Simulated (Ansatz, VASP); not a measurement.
One calculation of SnO2, two programs

```
Sn O
1.0
     4.88206    0.00000    0.00000
     0.00000    4.88266    0.00000
     0.00000    0.00000    3.29834
Sn O
2 4
Direct
  0.50000 0.50000 0.50000
  0.00000 0.00000 0.00000
  0.30598 0.25430 0.00000
  0.80598 0.24570 0.50000
  0.19402 0.75430 0.50000
  0.69402 0.74570 0.00000
```

Alike in both runs: task single point; functional LDA; k mesh 6 × 6 × 8; occupations gaussian, width 0.05 eV; no spin polarisation.

|  | VASP | Ansatz |
| --- | --- | --- |
| version | VASP 6.6.1 | Ansatz 0.2.0 |
| potentials or method | VASP PAW LDA potentials, release 64 (Sn_d, O), cutoff 520 eV | scalar-relativistic, plane waves, PAW |
| valence electrons in the cell | 52 | 52 |

Ansatz gave:

- gap on the k mesh at the Fermi level (eV): 0.56
- least direct gap on the mesh (eV): 0.91
- pressure (GPa): -13.9
- traceless stress, the component that is largest in VASP (GPa): 5.66
- rms of the force components (eV/Å): 1.268

**Question.** Estimate VASP's values.

**Answer.** gap on the k mesh at the Fermi level (eV): 0.57; least direct gap on the mesh (eV): 0.92; pressure (GPa): -13.2; traceless stress, the component that is largest in VASP (GPa): 5.91; rms of the force components (eV/Å): 1.299.

LDA's correlation is that of Perdew and Zunger in VASP and of Perdew and Wang (1992) in Ansatz. Atom by atom the forces differ by 0.031 eV/Å (rms over components).
